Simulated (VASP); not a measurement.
# ZnSe (rocksalt type) (Fm-3m) in VASP: a series of runs

ZnSe (rocksalt type) is run at these levels: PBEsol; tasks: single point, relaxation of cell and atoms.

All numbers are computed with VASP 6.6.1; they aren't measurements. Logs are shortened: lines on timing, memory, paths and dates and some standing lists are left out, and cuts for length are marked.

## 1. The cell of the first run

It takes space group Fm-3m (No. 225, cubic). Conventional cell: a = 5.163 Å, b = 5.163 Å, c = 5.163 Å, α = 90.00°, β = 90.00°, γ = 90.00°. Within 3.4 Å of Zn (site symmetry m-3m) lie 6 Se at 2.58 Å. Within 3.4 Å of Se (site symmetry m-3m) lie 6 Zn at 2.58 Å.

## 2. Single point, PBEsol (volume scaled by 0.94)

INCAR

```
SYSTEM = ZnSe
PREC = Accurate ; ENCUT = 520
EDIFF = 1E-6 ; ISMEAR = -1
SIGMA = 0.05 ; LREAL = .FALSE.
LASPH = .TRUE. ; NELM = 100
ALGO = Normal ; ISIF = 2
LWAVE = .FALSE. ; LCHARG = .FALSE.
GGA = PS ; NBANDS = 16
```

KPOINTS

```
regular mesh
0
G
  15 15 15
  0 0 0
```

POSCAR

```
ZnSe
1.0
    0.0000000000      2.5814715013      2.5814715013
    2.5814715013      0.0000000000      2.5814715013
    2.5814715013      2.5814715013      0.0000000000
Zn Se
1 1
Direct
    0.0000000000      0.0000000000      0.0000000000
    0.5000000000      0.5000000000      0.5000000000
```

Potentials or basis: VASP PAW PBE potentials, release 64 (Zn, Se).

Launch:

```sh
$ cat potpaw_PBE.64/Zn/POTCAR potpaw_PBE.64/Se/POTCAR > POTCAR
$ mpirun -np 1 vasp_std > vasp.out
```

OUTCAR:

```text
SYSTEM = ZnSe
   PREC = Accurate
   ENCUT = 520
   EDIFF = 1E-6
   ISMEAR = -1
   LREAL = .FALSE.
   LASPH = .TRUE.
   NELM = 100
   ISIF = 2
   GGA = PS

 ion  position               nearest neighbor table
   1  0.000  0.000  0.000-   2 2.58   2 2.58   2 2.58   2 2.58   2 2.58   2 2.58
   2  0.500  0.500  0.500-   1 2.58   1 2.58   1 2.58   1 2.58   1 2.58   1 2.58

  LATTYP: Found a face centered cubic cell.
 ALAT       =     5.1629430026

  Lattice vectors:

 A1 = (   0.0000000000,   2.5814715013,   2.5814715013)
 A2 = (   2.5814715013,   0.0000000000,   2.5814715013)
 A3 = (   2.5814715013,   2.5814715013,   0.0000000000)

Analysis of symmetry for initial positions (statically):
=====================================================================
 Subroutine PRICEL returns:
 Original cell was already a primitive cell.

 Routine SETGRP: Setting up the symmetry group for a
 face centered cubic supercell.

 Subroutine GETGRP returns: Found 48 space group operations
 (whereof 48 operations were pure point group operations)
 out of a pool of 48 trial point group operations.

The static configuration has the point symmetry O_h .

Analysis of symmetry for dynamics (positions and initial velocities):
=====================================================================
 Subroutine PRICEL returns:
 Original cell was already a primitive cell.

 Routine SETGRP: Setting up the symmetry group for a
 face centered cubic supercell.

 Subroutine GETGRP returns: Found 48 space group operations
 (whereof 48 operations were pure point group operations)
 out of a pool of 48 trial point group operations.

The dynamic configuration has the point symmetry O_h .

 Subroutine INISYM returns: Found 48 space group operations
 (whereof 48 operations are pure point group operations),
 and found     1 'primitive' translations

----------------------------------------------------------------------------------------

                                     Primitive cell

  volume of cell :      34.4058

  direct lattice vectors                    reciprocal lattice vectors
     0.000000000  2.581471501  2.581471501    -0.193687980  0.193687980  0.193687980
     2.581471501  0.000000000  2.581471501     0.193687980 -0.193687980  0.193687980
     2.581471501  2.581471501  0.000000000     0.193687980  0.193687980 -0.193687980

  length of vectors
     3.650752008  3.650752008  3.650752008     0.335477422  0.335477422  0.335477422

  position of ions in fractional coordinates (direct lattice)
     0.000000000  0.000000000  0.000000000
     0.500000000  0.500000000  0.500000000

  ion indices of the primitive-cell ions
   primitive index   ion index
                 1           1
                 2           2

----------------------------------------------------------------------------------------

 KPOINTS: regular mesh

Automatic generation of k-mesh.
 Grid dimensions read from file:
 generate k-points for:   15   15   15

 Generating k-lattice:

  Cartesian coordinates                     Fractional coordinates (reciprocal lattice)
    -0.012912532  0.012912532  0.012912532     0.066666667  0.000000000  0.000000000
     0.012912532 -0.012912532  0.012912532     0.000000000  0.066666667  0.000000000
     0.012912532  0.012912532 -0.012912532     0.000000000  0.000000000  0.066666667

  Length of vectors
     0.022365161  0.022365161  0.022365161

  Shift w.r.t. Gamma in fractional coordinates (k-lattice)
     0.000000000  0.000000000  0.000000000

 Subroutine IBZKPT returns following result:
 ===========================================

 Found    120 irreducible k-points:

 Following reciprocal coordinates:
            Coordinates               Weight
  0.000000  0.000000  0.000000      1.000000
  0.066667  0.000000  0.000000      8.000000
  0.133333  0.000000  0.000000      8.000000
  0.200000  0.000000  0.000000      8.000000
  0.266667  0.000000  0.000000      8.000000
  0.333333  0.000000  0.000000      8.000000
[... 16 lines left out ...]
  0.133333  0.133333  0.000000      6.000000
  0.200000  0.133333  0.000000     24.000000
 [... further k-points ...]
   k-points           NKPTS =    120   k-points in BZ     NKDIM =    120   number of bands    NBANDS=     16
   number of dos      NEDOS =    301   number of ions     NIONS =      2
   total plane-waves  NPLWV =  21952
   dimension x,y,z NGX =    28 NGY =   28 NGZ =   28
   dimension x,y,z NGXF=    56 NGYF=   56 NGZF=   56
   ions per type =               1   1
   NGX,Y,Z   is equivalent  to a cutoff of  12.75, 12.75, 12.75 a.u.
   NGXF,Y,Z  is equivalent  to a cutoff of  25.50, 25.50, 25.50 a.u.
 SYSTEM =  ZnSe
   PREC   = accura    normal or accurate (medium, high low for compatibility)
   ISTART =      0    job   : 0-new  1-cont  2-samecut
   ICHARG =      2    charge: 1-file 2-atom 10-const
   ISPIN  =      1    spin polarized calculation?
   LNONCOLLINEAR =      F non collinear calculations
   LSORBIT =      F    spin-orbit coupling
   LASPH  =      T    aspherical Exc in radial PAW
   ENCUT  =  520.0 eV  38.22 Ry    6.18 a.u.   6.79  6.79  6.79*2*pi/ulx,y,z
   NELM   =    100;   NELMIN=  2; NELMDL= -5     # of ELM steps
   EDIFF  = 0.1E-05   stopping-criterion for ELM
   LREAL  =      F    real-space projection
   EDIFFG = 0.1E-04   stopping-criterion for IOM
   NSW    =      0    number of steps for IOM
   IBRION =     -1    ionic relax: 0-MD 1-quasi-New 2-CG
   NFREE  =      0    steps in history (QN), initial steepest desc. (CG)
   ISIF   =      2    stress and relaxation
   ISYM   =      2    0-nonsym 1-usesym 2-fastsym
   POTIM  = 0.5000    time-step for ionic-motion
   TEBEG  =    0.0;   TEEND  =   0.0 temperature during run
   PSTRESS=    0.0 pullay stress
   NELECT =      18.0000    total number of electrons
   NUPDOWN=      -1.0000    fix difference up-down
   EMIN   =  10.00;   EMAX   =-10.00  energy-range for DOS
   EFERMI =   0.00;   METHOD = LEGACY
   ISMEAR =    -1;   SIGMA  =   0.05  broadening in eV -4-tet -1-fermi 0-gaus
   EFERMI_NEDOS =   21; number of points for ismear=-14 and -15
   IALGO  =     38    algorithm
   IMIX   =      4    mixing-type and parameters
     AMIX     =   0.40;   BMIX     =  1.00
     AMIX_MAG =   1.60;   BMIX_MAG =  1.00
  volume/ion in A,a.u.               =      17.20       116.09
  Fermi-wavevector in a.u.,A,eV,Ry     =   1.319132  2.492798 23.675632  1.740110
  Thomas-Fermi vector in A             =   2.449052
   LORBIT       =      0    0 simple, 1 ext, 2 COOP (PROOUT), +10 PAW based schemes
   GGA     = PS    functional components
   LHFCALC =     F    Hartree Fock is set to
   AEXX    =    0.0000 exact exchange contribution
   IVDW    =     0    specifies the selected vdW correction
   LEPSILON=     F    determine dielectric tensor
   LRPA    =     F    only Hartree local field effects (RPA)
 non-spin polarized calculation
  energy-cutoff  :      520.00
  volume of cell :       34.41
 maximum number of plane-waves:       941
   NGX = 13   NGY = 13   NGZ = 13

 number of electron      17.9999989 magnetization

 Free energy of the ion-electron system (eV)
  ---------------------------------------------------
  ext. energy  EPLUGINS =         0.00000000
  ---------------------------------------------------
  free energy    TOTEN  =        -6.21861871 eV

  energy without entropy =       -6.21361874  energy(sigma->0) =       -6.21611872

 E-fermi :   4.1306     XC(G=0): -11.1373

 val. band max:        4.1252881942   @ k =  -0.3333   0.0667   0.0000
 cond. band min:       4.1536500173   @ k =  -0.4667   0.4000   0.0000
 fundamental gap:      0.0283618231
 Fermi energy:         4.1306237236

 k-point     1 :       0.0000    0.0000    0.0000
  band No.  band energies     occupation
      1     -10.5734      2.00000
      2      -2.7223      2.00000
      3      -2.7223      2.00000
      4      -2.7036      2.00000
      5      -2.7036      2.00000
      6      -2.7036      2.00000
[... 8 lines left out ...]
     15      14.4615      0.00000
     16      14.4615      0.00000

 k-point     2 :       0.0667    0.0000    0.0000
  band No.  band energies     occupation
      1     -10.5194      2.00000
      2      -2.7358      2.00000
      3      -2.7358      2.00000
      4      -2.7102      2.00000
      5      -2.6984      2.00000
      6      -2.6984      2.00000
[... 8 lines left out ...]
     15      13.8872      0.00000
     16      14.3923      0.00000

 k-point     3 :       0.1333    0.0000    0.0000
  band No.  band energies     occupation
      1     -10.3602      2.00000
      2      -2.7769      2.00000
      3      -2.7769      2.00000
      4      -2.7328      2.00000
      5      -2.6805      2.00000
      6      -2.6805      2.00000
[... 8 lines left out ...]
     15      13.6391      0.00000
     16      14.1178      0.00000

 k-point     4 :       0.2000    0.0000    0.0000
  band No.  band energies     occupation
      1     -10.1056      2.00000
      2      -2.8374      2.00000
      3      -2.8374      2.00000
      4      -2.7821      2.00000
      5      -2.6530      2.00000
      6      -2.6530      2.00000
[... 8 lines left out ...]
     15      14.1523      0.00000
     16      14.1523      0.00000
[... 324 lines left out ...]
 k-point    22 :      -0.0667    0.0667    0.0000
  band No.  band energies     occupation
      1     -10.4305      2.00000
      2      -2.7709      2.00000
      3      -2.7485      2.00000
      4      -2.7188      2.00000
      5      -2.6930      2.00000
      6      -2.6853      2.00000
[... 8 lines left out ...]
     15      14.1495      0.00000
     16      14.7969      0.00000

 k-point    23 :       0.1333    0.1333    0.0000
  band No.  band energies     occupation
      1     -10.2925      2.00000
      2      -2.8557      2.00000
      3      -2.7273      2.00000
      4      -2.7086      2.00000
      5      -2.6870      2.00000
      6      -2.6870      2.00000
[... 8 lines left out ...]
     15      15.7827      0.00000
     16      15.7827      0.00000

 k-point    24 :       0.2000    0.1333    0.0000
  band No.  band energies     occupation
      1     -10.1090      2.00000
      2      -2.9230      2.00000
      3      -2.7451      2.00000
      4      -2.7330      2.00000
      5      -2.6730      2.00000
      6      -2.6568      2.00000
[... 8 lines left out ...]
     15      15.8000      0.00000
     16      16.0007      0.00000

 [... further k-points ...]

------------------------ aborting loop because EDIFF is reached ----------------------------------------

  FORCE on cell =-STRESS in cart. coord.  units (eV):
  Direction    XX          YY          ZZ          XY          YZ          ZX
  --------------------------------------------------------------------------------------
  -------------------------------------------------------------------------------------
  Total        1.3448613      1.3448613      1.3448613      0.0000000     -0.0000000      0.0000000
  in kB       62.6262035     62.6262035     62.6262035      0.0000000     -0.0000000      0.0000000
  external PRESSURE =      62.6262035 kB  Pullay stress =       0.0000000 kB

 VOLUME and BASIS-vectors are now :
 -----------------------------------------------------------------------------
  energy-cutoff  :      520.00
  volume of cell :       34.41
      direct lattice vectors                 reciprocal lattice vectors
     0.000000000  2.581471501  2.581471501    -0.193687980  0.193687980  0.193687980
     2.581471501  0.000000000  2.581471501     0.193687980 -0.193687980  0.193687980
     2.581471501  2.581471501  0.000000000     0.193687980  0.193687980 -0.193687980

 POSITION                                       TOTAL-FORCE (eV/Angst)
 -----------------------------------------------------------------------------------
      0.00000      0.00000      0.00000         0.000000      0.000000      0.000000
      2.58147      2.58147      2.58147        -0.000000      0.000000     -0.000000
 -----------------------------------------------------------------------------------
    total drift:                               -0.000000      0.000000      0.000000

  FREE ENERGIE OF THE ION-ELECTRON SYSTEM (eV)
  ---------------------------------------------------
  free  energy   TOTEN  =        -6.2186187107 eV

  energy  without entropy=       -6.2136187386  energy(sigma->0) =       -6.21611872
```

It took 45 s on 1 thread of Intel Xeon 6975P-C, shared host; peak memory 0.21 GiB.

What came out:

* Free energy: -6.2186 eV
* Pressure: 6.3 GPa
* Band gap on the k mesh: zero (band 9 reaches 4.21 eV, above the bottom of band 10 at 3.08 eV)

Caveat: the PAW data sets were made with another functional, which shifts forces and pressure a little.

[end of part 1 of 2]
